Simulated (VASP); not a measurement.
# RbIr3 (Pm-3m) in VASP: a series of runs

The runs below take RbIr3 through single point, relaxation of cell and atoms, with PBE.

Everything below comes from runs of VASP 6.6.1. Logs are shortened: lines on timing, memory, paths and dates and some standing lists are left out, and cuts for length are marked.

**1. The cell of the first run**

Symmetry: Pm-3m, No. 221, cubic system. The conventional cell has a = 4.156 Å, b = 4.156 Å, c = 4.156 Å, α = 90.00°, β = 90.00°, γ = 90.00°. Rb (site symmetry m-3m) has 12 Ir at 2.94 Å within 3.9 Å. Within 3.9 Å of Ir (site symmetry 4/mmm) lie 4 Rb at 2.94 Å and 8 Ir at 2.94 Å.

**2. Single point, PBE**

Input file INCAR:

```
SYSTEM = RbIr3
  PREC = Accurate
  ENCUT = 520
  EDIFF = 1E-6
  ISMEAR = 0
  SIGMA = 0.1
  LREAL = .False.
  LASPH = .True.
  NELM = 60
  ALGO = Normal
  ISIF = 2
  LWAVE = .False.
  LCHARG = .False.
  GGA = PE
  NBANDS = 26
```

Input file KPOINTS:

```
Automatic mesh
0
Gamma
  4 4 4
  0 0 0
```

Input file POSCAR:

```
RbIr3
1.0
    4.1561508918      0.0000000000      0.0000000000
    0.0000000000      4.1561508918      0.0000000000
    0.0000000000      0.0000000000      4.1561508918
Rb Ir
1 3
Direct
    0.0000000000      0.0000000000      0.0000000000
    0.5000000000      0.0000000000      0.5000000000
    0.0000000000      0.5000000000      0.5000000000
    0.5000000000      0.5000000000      0.0000000000
```

Potentials or basis: VASP PAW PBE potentials, release 64 (Rb_sv, Ir).

Started as:

```console
$ cat potpaw_PBE.64/Rb_sv/POTCAR potpaw_PBE.64/Ir/POTCAR > POTCAR
$ mpirun -np 1 vasp_std > vasp.out
```

OUTCAR:

```text
SYSTEM = RbIr3
   PREC = Accurate
   ENCUT = 520
   EDIFF = 1E-6
   ISMEAR = 0
   LREAL = .False.
   LASPH = .True.
   NELM = 60
   ISIF = 2
   GGA = PE

 ion  position               nearest neighbor table
   1  0.000  0.000  0.000-   2 2.94   3 2.94   4 2.94   2 2.94   3 2.94   3 2.94   4 2.94   3 2.94
                             2 2.94   4 2.94   2 2.94   4 2.94
   2  0.500  0.000  0.500-   1 2.94   3 2.94   4 2.94   1 2.94   4 2.94   3 2.94   4 2.94   4 2.94
                             1 2.94   3 2.94   1 2.94   3 2.94
   3  0.000  0.500  0.500-   1 2.94   2 2.94   4 2.94   1 2.94   4 2.94   1 2.94   2 2.94   1 2.94
                             2 2.94   4 2.94   4 2.94   2 2.94
   4  0.500  0.500  0.000-   1 2.94   2 2.94   3 2.94   2 2.94   3 2.94   1 2.94   2 2.94   2 2.94
                             1 2.94   3 2.94   3 2.94   1 2.94

  LATTYP: Found a simple cubic cell.
 ALAT       =     4.1561508918

  Lattice vectors:

 A1 = (   4.1561508918,   0.0000000000,   0.0000000000)
 A2 = (   0.0000000000,   4.1561508918,   0.0000000000)
 A3 = (   0.0000000000,   0.0000000000,   4.1561508918)

Analysis of symmetry for initial positions (statically):
=====================================================================
 Subroutine PRICEL returns:
 Original cell was already a primitive cell.

 Routine SETGRP: Setting up the symmetry group for a
 simple cubic supercell.

 Subroutine GETGRP returns: Found 48 space group operations
 (whereof 48 operations were pure point group operations)
 out of a pool of 48 trial point group operations.

The static configuration has the point symmetry O_h .

Analysis of symmetry for dynamics (positions and initial velocities):
=====================================================================
 Subroutine PRICEL returns:
 Original cell was already a primitive cell.

 Routine SETGRP: Setting up the symmetry group for a
 simple cubic supercell.

 Subroutine GETGRP returns: Found 48 space group operations
 (whereof 48 operations were pure point group operations)
 out of a pool of 48 trial point group operations.

The dynamic configuration has the point symmetry O_h .

 Subroutine INISYM returns: Found 48 space group operations
 (whereof 48 operations are pure point group operations),
 and found     1 'primitive' translations

----------------------------------------------------------------------------------------

                                     Primitive cell

  volume of cell :      71.7916

  direct lattice vectors                    reciprocal lattice vectors
     4.156150892  0.000000000  0.000000000     0.240607241  0.000000000  0.000000000
     0.000000000  4.156150892  0.000000000     0.000000000  0.240607241  0.000000000
     0.000000000  0.000000000  4.156150892     0.000000000  0.000000000  0.240607241

  length of vectors
     4.156150892  4.156150892  4.156150892     0.240607241  0.240607241  0.240607241

  position of ions in fractional coordinates (direct lattice)
     0.000000000  0.000000000  0.000000000
     0.500000000  0.000000000  0.500000000
     0.000000000  0.500000000  0.500000000
     0.500000000  0.500000000  0.000000000

  ion indices of the primitive-cell ions
   primitive index   ion index
                 1           1
                 2           2
                 3           3
                 4           4

----------------------------------------------------------------------------------------

 KPOINTS: Automatic mesh

Automatic generation of k-mesh.
 Grid dimensions read from file:
 generate k-points for:    4    4    4

 Generating k-lattice:

  Cartesian coordinates                     Fractional coordinates (reciprocal lattice)
     0.060151810  0.000000000  0.000000000     0.250000000  0.000000000  0.000000000
     0.000000000  0.060151810  0.000000000     0.000000000  0.250000000  0.000000000
     0.000000000  0.000000000  0.060151810     0.000000000  0.000000000  0.250000000

  Length of vectors
     0.060151810  0.060151810  0.060151810

  Shift w.r.t. Gamma in fractional coordinates (k-lattice)
     0.000000000  0.000000000  0.000000000

 Subroutine IBZKPT returns following result:
 ===========================================

 Found     10 irreducible k-points:

 Following reciprocal coordinates:
            Coordinates               Weight
  0.000000  0.000000  0.000000      1.000000
  0.250000  0.000000  0.000000      6.000000
  0.500000  0.000000  0.000000      3.000000
  0.250000  0.250000  0.000000     12.000000
  0.500000  0.250000  0.000000     12.000000
  0.500000  0.500000  0.000000      3.000000
  0.250000  0.250000  0.250000      8.000000
  0.500000  0.250000  0.250000     12.000000
  0.500000  0.500000  0.250000      6.000000
  0.500000  0.500000  0.500000      1.000000
   k-points           NKPTS =     10   k-points in BZ     NKDIM =     10   number of bands    NBANDS=     26
   number of dos      NEDOS =    301   number of ions     NIONS =      4
   total plane-waves  NPLWV =  32768
   dimension x,y,z NGX =    32 NGY =   32 NGZ =   32
   dimension x,y,z NGXF=    64 NGYF=   64 NGZF=   64
   ions per type =               1   3
   NGX,Y,Z   is equivalent  to a cutoff of  12.80, 12.80, 12.80 a.u.
   NGXF,Y,Z  is equivalent  to a cutoff of  25.60, 25.60, 25.60 a.u.
 SYSTEM =  RbIr3
   PREC   = accura    normal or accurate (medium, high low for compatibility)
   ISTART =      0    job   : 0-new  1-cont  2-samecut
   ICHARG =      2    charge: 1-file 2-atom 10-const
   ISPIN  =      1    spin polarized calculation?
   LNONCOLLINEAR =      F non collinear calculations
   LSORBIT =      F    spin-orbit coupling
   LASPH  =      T    aspherical Exc in radial PAW
   ENCUT  =  520.0 eV  38.22 Ry    6.18 a.u.   7.73  7.73  7.73*2*pi/ulx,y,z
   NELM   =     60;   NELMIN=  2; NELMDL= -5     # of ELM steps
   EDIFF  = 0.1E-05   stopping-criterion for ELM
   LREAL  =      F    real-space projection
   EDIFFG = 0.1E-04   stopping-criterion for IOM
   NSW    =      0    number of steps for IOM
   IBRION =     -1    ionic relax: 0-MD 1-quasi-New 2-CG
   NFREE  =      0    steps in history (QN), initial steepest desc. (CG)
   ISIF   =      2    stress and relaxation
   ISYM   =      2    0-nonsym 1-usesym 2-fastsym
   POTIM  = 0.5000    time-step for ionic-motion
   TEBEG  =    0.0;   TEEND  =   0.0 temperature during run
   PSTRESS=    0.0 pullay stress
   NELECT =      36.0000    total number of electrons
   NUPDOWN=      -1.0000    fix difference up-down
   EMIN   =  10.00;   EMAX   =-10.00  energy-range for DOS
   EFERMI =   0.00;   METHOD = LEGACY
   ISMEAR =     0;   SIGMA  =   0.10  broadening in eV -4-tet -1-fermi 0-gaus
   EFERMI_NEDOS =   21; number of points for ismear=-14 and -15
   IALGO  =     38    algorithm
   IMIX   =      4    mixing-type and parameters
     AMIX     =   0.40;   BMIX     =  1.00
     AMIX_MAG =   1.60;   BMIX_MAG =  1.00
  volume/ion in A,a.u.               =      17.95       121.12
  Fermi-wavevector in a.u.,A,eV,Ry     =   1.300622  2.457819 23.015847  1.691617
  Thomas-Fermi vector in A             =   2.431809
   LORBIT       =      0    0 simple, 1 ext, 2 COOP (PROOUT), +10 PAW based schemes
   GGA     = PE    functional components
   LHFCALC =     F    Hartree Fock is set to
   AEXX    =    0.0000 exact exchange contribution
   IVDW    =     0    specifies the selected vdW correction
   LEPSILON=     F    determine dielectric tensor
   LRPA    =     F    only Hartree local field effects (RPA)
 non-spin polarized calculation
 Gauss-broadening in eV      SIGMA  =   0.10
  energy-cutoff  :      520.00
  volume of cell :       71.79
 maximum number of plane-waves:      1956
 NGX is ok and might be reduce to    32
   NGX = 15   NGY = 15   NGZ = 15

 number of electron      35.9999993 magnetization

 Free energy of the ion-electron system (eV)
  ---------------------------------------------------
  ext. energy  EPLUGINS =         0.00000000
  ---------------------------------------------------
  free energy    TOTEN  =       -20.96460804 eV

  energy without entropy =      -20.93367517  energy(sigma->0) =      -20.94914160

 E-fermi :   5.6797     XC(G=0): -12.2465

 val. band max:        5.5344766709   @ k =   0.5000   0.5000   0.0000
 cond. band min:       5.6812678243   @ k =   0.2500   0.2500   0.0000
 fundamental gap:      0.1467911534
 Fermi energy:         5.6797183663

 k-point     1 :       0.0000    0.0000    0.0000
  band No.  band energies     occupation
      1     -19.5823      2.00000
      2      -3.9863      2.00000
      3      -3.9863      2.00000
      4      -3.9863      2.00000
      5      -1.2450      2.00000
      6       1.4923      2.00000
[... 18 lines left out ...]
     25      11.9380      0.00000
     26      16.7065      0.00000

 k-point     2 :       0.2500    0.0000    0.0000
  band No.  band energies     occupation
      1     -19.5537      2.00000
      2      -4.6623      2.00000
      3      -4.0932      2.00000
      4      -4.0932      2.00000
      5      -0.3459      2.00000
      6       1.8814      2.00000
[... 18 lines left out ...]
     25      13.9469      0.00000
     26      14.1346      0.00000

 k-point     3 :       0.5000    0.0000    0.0000
  band No.  band energies     occupation
      1     -19.5246      2.00000
      2      -5.1581      2.00000
      3      -4.1931      2.00000
      4      -4.1931      2.00000
      5       0.8514      2.00000
      6       2.1394      2.00000
[... 18 lines left out ...]
     25      12.3928      0.00000
     26      14.7142      0.00000

 k-point     4 :       0.2500    0.2500    0.0000
  band No.  band energies     occupation
      1     -19.5324      2.00000
      2      -4.7253      2.00000
      3      -4.4266      2.00000
      4      -4.1801      2.00000
      5       0.2997      2.00000
      6       2.0836      2.00000
[... 18 lines left out ...]
     25      13.7277      0.00000
     26      13.9921      0.00000

 k-point     5 :       0.5000    0.2500    0.0000
  band No.  band energies     occupation
      1     -19.5110      2.00000
      2      -4.9753      2.00000
      3      -4.5046      2.00000
      4      -4.2627      2.00000
      5       1.3025      2.00000
      6       2.3843      2.00000
[... 18 lines left out ...]
     25      13.8602      0.00000
     26      15.2276      0.00000

 k-point     6 :       0.5000    0.5000    0.0000
  band No.  band energies     occupation
      1     -19.4972      2.00000
      2      -4.7787      2.00000
      3      -4.7787      2.00000
      4      -4.3300      2.00000
      5       2.1357      2.00000
      6       2.3059      2.00000
[... 18 lines left out ...]
     25      12.5288      0.00000
     26      14.9561      0.00000

 k-point     7 :       0.2500    0.2500    0.2500
  band No.  band energies     occupation
      1     -19.5185      2.00000
      2      -4.7698      2.00000
      3      -4.3588      2.00000
      4      -4.3588      2.00000
      5       0.6477      2.00000
      6       2.0808      2.00000
[... 18 lines left out ...]
     25      11.8346      0.00000
     26      14.8188      0.00000

 k-point     8 :       0.5000    0.2500    0.2500
  band No.  band energies     occupation
      1     -19.5045      2.00000
      2      -4.7897      2.00000
      3      -4.5564      2.00000
      4      -4.2916      2.00000
      5       1.2105      2.00000
      6       1.8672      2.00000
[... 18 lines left out ...]
     25      11.6410      0.00000
     26      13.8251      0.00000

 k-point     9 :       0.5000    0.5000    0.2500
  band No.  band energies     occupation
      1     -19.4980      2.00000
      2      -4.5850      2.00000
      3      -4.5850      2.00000
      4      -4.3485      2.00000
      5       1.2097      2.00000
      6       1.4444      2.00000
[... 18 lines left out ...]
     25      11.7666      0.00000
     26      12.0301      0.00000

 k-point    10 :       0.5000    0.5000    0.5000
  band No.  band energies     occupation
      1     -19.4987      2.00000
      2      -4.3660      2.00000
      3      -4.3660      2.00000
      4      -4.3660      2.00000
      5       0.7830      2.00000
      6       0.7830      2.00000
[... 18 lines left out ...]
     25      10.0108      0.00000
     26      10.0108      0.00000

------------------------ aborting loop because EDIFF is reached ----------------------------------------

  FORCE on cell =-STRESS in cart. coord.  units (eV):
  Direction    XX          YY          ZZ          XY          YZ          ZX
  --------------------------------------------------------------------------------------
  -------------------------------------------------------------------------------------
  Total        0.2179778      0.2179778      0.2179778      0.0000000      0.0000000     -0.0000000
  in kB        4.8646204      4.8646204      4.8646204      0.0000000      0.0000000     -0.0000000
  external PRESSURE =       4.8646204 kB  Pullay stress =       0.0000000 kB

 VOLUME and BASIS-vectors are now :
 -----------------------------------------------------------------------------
  energy-cutoff  :      520.00
  volume of cell :       71.79
      direct lattice vectors                 reciprocal lattice vectors
     4.156150892  0.000000000  0.000000000     0.240607241  0.000000000  0.000000000
     0.000000000  4.156150892  0.000000000     0.000000000  0.240607241  0.000000000
     0.000000000  0.000000000  4.156150892     0.000000000  0.000000000  0.240607241

 POSITION                                       TOTAL-FORCE (eV/Angst)
 -----------------------------------------------------------------------------------
      0.00000      0.00000      0.00000         0.000000      0.000000      0.000000
      2.07808      0.00000      2.07808         0.000000      0.000000      0.000000
      0.00000      2.07808      2.07808         0.000000      0.000000      0.000000
      2.07808      2.07808      0.00000         0.000000      0.000000      0.000000
 -----------------------------------------------------------------------------------
    total drift:                                0.000000     -0.000000     -0.000000

  FREE ENERGIE OF THE ION-ELECTRON SYSTEM (eV)
  ---------------------------------------------------
  free  energy   TOTEN  =       -20.9646080392 eV

  energy  without entropy=      -20.9336751667  energy(sigma->0) =      -20.94914160
```

Run time: 15 s. Hardware: 1 thread of Intel Xeon Platinum 8488C (Sapphire Rapids), shared host; peak memory 0.17 GiB.

What came out:

| Quantity | Value |
| --- | --- |
| Free energy | -20.9646 eV |
| Pressure | 0.5 GPa |
| Band gap on the k mesh | zero (band 18 reaches 7.26 eV, above the bottom of band 19 at 5.31 eV) |

Caveat: the k points lie up to 0.38 Å⁻¹ apart; spin-orbit coupling is left out, which moves the levels of the heavy elements.

**3. Relaxation of cell and atoms, PBE**

This run uses another cell than the first one, of 21.61 Å³/atom, 1.204 times its volume.

Input file INCAR:

```
PREC     = Accurate       # precision mode
ENCUT    = 600            # plane-wave cutoff, eV
EDIFF    = 1E-7           # SCF threshold, eV
ISMEAR   = 0              # smearing method
SIGMA    = 0.1            # smearing width, eV
LREAL    = F              # projectors in reciprocal space
LASPH    = T              # aspherical terms in the spheres
NELM     = 60             # most SCF steps
ALGO     = Normal         # electronic algorithm
ISIF     = 3              # what is computed and relaxed
LWAVE    = F              # write WAVECAR
LCHARG   = F              # write CHGCAR
GGA      = PE             # functional
IBRION   = 2              # ionic algorithm
NSW      = 90             # ionic steps
EDIFFG   = -0.04          # ionic threshold
```

Input file KPOINTS:

```
regular mesh
0
Gamma
  4 4 4
```

Input file POSCAR:

```
RbIr3
1.0
    4.4216870400      0.0000000000      0.0000000000
    0.0000000000      4.4216870400      0.0000000000
    0.0000000000      0.0000000000      4.4216870400
Rb Ir
1 3
Direct
    0.0000000000      0.0000000000      0.0000000000
    0.5000000000      0.0000000000      0.5000000000
    0.0000000000      0.5000000000      0.5000000000
    0.5000000000      0.5000000000      0.0000000000
```

Potentials or basis: VASP PAW PBE potentials, release 64 (Rb_sv, Ir).

Started as:

```console
$ cat potpaw_PBE.64/Rb_sv/POTCAR potpaw_PBE.64/Ir/POTCAR > POTCAR
$ mpirun -np 1 vasp_std > vasp.out
```

Run time: 74 s. Hardware: 1 thread of Intel Xeon Platinum 8488C (Sapphire Rapids), shared host; peak memory 0.22 GiB.

It converged, with:

| Item | Value |
| --- | --- |
| Free energy | -20.9659 eV |
| Relaxed volume | 18.01 Å³/atom |
| Relaxed cell | a = 4.161 Å, b = 4.161 Å, c = 4.161 Å, α = 90.00°, β = 90.00°, γ = 90.00° |
| Space group after relaxing (to 0.05 Å) | Pm-3m (No. 221) |
| Energy gained by relaxing | 208.6 meV/atom |
| Ionic steps | 4 |
| Pressure after relaxing | 0.0 GPa |
| Band gap on the k mesh | zero (band 18 reaches 7.21 eV, above the bottom of band 19 at 5.27 eV) |

The path:
| step | energy change (eV) | largest force (eV/Å) | pressure (GPa) | volume (Å³) |
| --- | --- | --- | --- | --- |
| 1 | 0.0000 | 0.0000 | -15.30 | 86.45 |
| 2 | -0.2154 | 0.0000 | 25.37 | 63.11 |
| 3 | -0.8341 | 0.0000 | -0.51 | 72.32 |
| 4 | -0.8345 | 0.0000 | -0.01 | 72.06 |

Final structure:
```
Rb Ir
1.0
     4.16130    0.00000    0.00000
     0.00000    4.16130    0.00000
     0.00000    0.00000    4.16130
Rb Ir
1 3
Cartesian
  0.0000 0.0000 0.0000
  2.0807 0.0000 2.0807
  0.0000 2.0807 2.0807
  2.0807 2.0807 0.0000
```

Levels at points of the mesh, in eV from the Fermi level:
| k point | band 15 | band 16 | band 17 | band 18 | band 19 | band 20 |
| --- | --- | --- | --- | --- | --- | --- |
| (0.00, 0.00, 0.00) | 0.25 | 0.25 | 1.21 | 1.57 | 1.57 | 1.57 |
| (0.50, 0.00, 0.00) | -1.15 | -0.61 | -0.35 | -0.20 | -0.20 | 0.42 |
| (0.50, 0.50, 0.00) | -1.04 | -0.77 | -0.59 | -0.59 | -0.35 | -0.14 |
| (0.50, 0.50, 0.50) | -0.41 | -0.41 | 0.16 | 1.20 | 1.20 | 1.20 |

Caveat: the volume moved by over 15 % at a fixed basis, so the end points are rough; spin-orbit coupling is left out, which moves the levels of the heavy elements.

**4. Single point, PBE**

Input file INCAR:

```
  ALGO = Fast
  EDIFF = 1E-6
  ENCUT = 520
  GGA = PE
  ISIF = 2
  ISMEAR = 0
  LASPH = True
  LCHARG = False
  LREAL = False
  LWAVE = False
  NBANDS = 26
  NELM = 60
  PREC = Accurate
  SIGMA = 0.1
```

Input file KPOINTS:

```
k-points
0
Gamma
  12 12 12
```

Input file POSCAR:

```
RbIr3
1.0
    4.1550392578      0.0000000000      0.0000000000
    0.0000000000      4.1550392578      0.0000000000
    0.0000000000      0.0000000000      4.1550392578
Rb Ir
1 3
Direct
    0.0000000000      0.0000000000      0.0000000000
    0.5000000000      0.0000000000      0.5000000000
    0.0000000000      0.5000000000      0.5000000000
    0.5000000000      0.5000000000      0.0000000000
```

Started as:

```console
$ cat potpaw_PBE.64/Rb_sv/POTCAR potpaw_PBE.64/Ir/POTCAR > POTCAR
$ mpirun -np 1 vasp_std > vasp.out
```

Run time: 1.9 min. Hardware: 1 thread of Intel Xeon Platinum 8488C (Sapphire Rapids), shared host; peak memory 0.27 GiB.

It converged, with:

```yaml
Free_energy: -20.9763 eV
Pressure: 0.7 GPa
Band_gap_on_the_k_mesh: zero (band 18 reaches 7.24 eV, above the bottom of band 19 at 5.30 eV)
```

Levels at points of the mesh, in eV from the Fermi level:
```tsv
k point	band 15	band 16	band 17	band 18	band 19	band 20	band 21	band 22
(0.00, 0.00, 0.00)	0.30	0.30	1.30	1.64	1.64	1.64	4.53	4.53
(0.50, 0.00, 0.00)	-1.11	-0.54	-0.26	-0.12	-0.12	0.47	1.64	5.08
(0.50, 0.50, 0.00)	-0.97	-0.69	-0.53	-0.53	-0.29	-0.07	1.50	3.33
(0.50, 0.50, 0.50)	-0.34	-0.34	0.22	1.28	1.28	1.28	4.29	4.29
```

Caveat: spin-orbit coupling is left out, which moves the levels of the heavy elements.

**5. Overview**

| task | cell | k mesh | cutoff (eV) | gap on the mesh (eV) | pressure (GPa) |
| --- | --- | --- | --- | --- | --- |
| single point | a = 4.156 Å, 4 atoms | 4 × 4 × 4 | 520 | none | 0.5 |
| relaxation of cell and atoms | relaxed from a = 4.422 Å, 4 atoms | 4 × 4 × 4 | 600 | none | 0.0 |
| single point | a = 4.155 Å, 4 atoms | 12 × 12 × 12 | 520 | none | 0.7 |

Alike in all rows: level PBE; potentials or basis VASP PAW PBE potentials, release 64 (Rb_sv, Ir); no spin polarisation; smearing gaussian 0.1 eV.

Caveats: some runs use coarse meshes; spin-orbit coupling is left out, which moves the levels of the heavy elements; the volume moved by over 15 % at a fixed basis, so the end points are rough (some runs).

Total energies depend on the potentials used, so only differences within one code and one set of settings carry meaning.
